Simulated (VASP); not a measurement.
Set up this calculation in VASP 6.6.1, as the native input.

```yaml
Task: single point
Functional: PBE
Potentials_or_basis: VASP PAW PBE potentials, release 64 (Hf_pv, W_sv, S)
Cutoff: 520 eV
k_mesh: 4 × 4 × 2
Occupations: gaussian, width 0.1 eV
Spin: no spin polarisation
Dipole_correction: no
Further_INCAR_settings: ALGO = Normal; EDIFF = 1e-07; NBANDS = 36
```

The structure of HfWS5 lies in POSCAR:

```
HfWS5
1.0
    4.3391516782      0.0000000000      0.0000000000
    0.0000000000      4.3391516782      0.0000000000
    0.0000000000      0.0000000000      6.1726657352
Hf W S
1 1 5
Direct
    0.5000000000      0.5000000000      0.0000000000
    0.0000000000      0.0000000000      0.5000000000
    0.0000000000      0.5000000000      0.2837056647
    0.0000000000      0.5000000000      0.7162943353
    0.5000000000      0.0000000000      0.2837056647
    0.5000000000      0.0000000000      0.7162943353
    0.0000000000      0.0000000000      0.0000000000
```

The cell was built from a structure type or drawn by symmetry, and may not be a known phase.

One way to write it, as run:

INCAR

```
SYSTEM = HfWS5
ALGO = Normal
EDIFF = 1E-7
ENCUT = 520
GGA = PE
ISIF = 2
ISMEAR = 0
LASPH = .TRUE.
LCHARG = .FALSE.
LREAL = .FALSE.
LWAVE = .FALSE.
NBANDS = 36
NELM = 60
PREC = Accurate
SIGMA = 0.1
```

KPOINTS

```
k-points
0
G
  4 4 2
  0 0 0
```

Potentials or basis: VASP PAW PBE potentials, release 64 (Hf_pv, W_sv, S).

Command:

```console
$ cat potpaw_PBE.64/Hf_pv/POTCAR potpaw_PBE.64/W_sv/POTCAR potpaw_PBE.64/S/POTCAR > POTCAR
$ mpirun -np 1 vasp_std > vasp.out
```

Results of the run:

| Item | Value |
| --- | --- |
| Pressure | -0.1 GPa |
| Largest force | 0.072 eV/Å |
| Band gap on the k mesh | zero (bands 27 and 28 overlap by 1.09 eV) |

Caveat: the k points lie up to 0.51 Å⁻¹ apart, too coarse for converged energies and pressures of a metal; spin-orbit coupling is left out, which moves the levels of the heavy elements.

Wall time 2.5 min on 1 thread of Intel Xeon 8259CL, with other jobs on the host, peak memory 0.24 GiB.
